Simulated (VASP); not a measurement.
A run of VASP 6.6.1:

Contents of POSCAR:

```
TiO
1.0
    2.8263326910      0.0000000000      0.0000000000
   -1.4131663455      2.4476759099      0.0000000000
    0.0000000000      0.0000000000      5.5411476673
Ti O
2 2
Direct
    0.3333333333      0.6666666667      0.2500000000
    0.6666666667      0.3333333333      0.7500000000
    0.0000000000      0.0000000000      0.0000000000
    0.0000000000      0.0000000000      0.5000000000
```

Contents of INCAR.step1:

```
ALGO     = Normal         # electronic algorithm
EDIFF    = 1E-4           # SCF threshold, eV
ENCUT    = 520            # plane-wave cutoff, eV
GGA      = PE             # functional
ISMEAR   = 0              # smearing method
LASPH    = T              # aspherical terms in the spheres
LCHARG   = F              # write CHGCAR
LREAL    = F              # projectors in reciprocal space
LWAVE    = T              # write WAVECAR
NBANDS   = 26             # bands
NELM     = 100            # most SCF steps
PREC     = Accurate       # precision mode
SIGMA    = 0.1            # smearing width, eV
```

Contents of INCAR.step2:

```
ALGO     = Normal         # electronic algorithm
EDIFF    = 1E-6           # SCF threshold, eV
ENCUT    = 520            # plane-wave cutoff, eV
ISIF     = 2              # what is computed and relaxed
ISMEAR   = 0              # smearing method
ISTART   = 1            
LASPH    = T              # aspherical terms in the spheres
LCHARG   = T              # write CHGCAR
LELF     = T              # ELF
LMIXTAU  = T            
LREAL    = F              # projectors in reciprocal space
LVHAR    = T            
LWAVE    = F              # write WAVECAR
METAGGA  = R2SCAN         # meta-GGA
NBANDS   = 26             # bands
NELM     = 100            # most SCF steps
PREC     = Accurate       # precision mode
SIGMA    = 0.1            # smearing width, eV
```

Contents of KPOINTS:

```
k-points
0
Gamma
  18 18 8
```

Potentials or basis: VASP PAW PBE potentials, release 64 (Ti_sv, O).

Command:

```bash
$ cat potpaw_PBE.64/Ti_sv/POTCAR potpaw_PBE.64/O/POTCAR > POTCAR
$ cp INCAR.step1 INCAR
$ mpirun -np 1 vasp_std > vasp.out
$ cp INCAR.step2 INCAR
$ mpirun -np 1 vasp_std > vasp.out
```

Hardware: 1 thread of AMD EPYC 9R45 96-Core Processor (Zen 5) (shared host).

**Question.** Estimate the wall time of this run.

**Answer.** Wall time 8.9 min on 1 thread of AMD EPYC 9R45 96-Core Processor (Zen 5) (shared host), peak memory 0.25 GiB. Counts: k points 185.
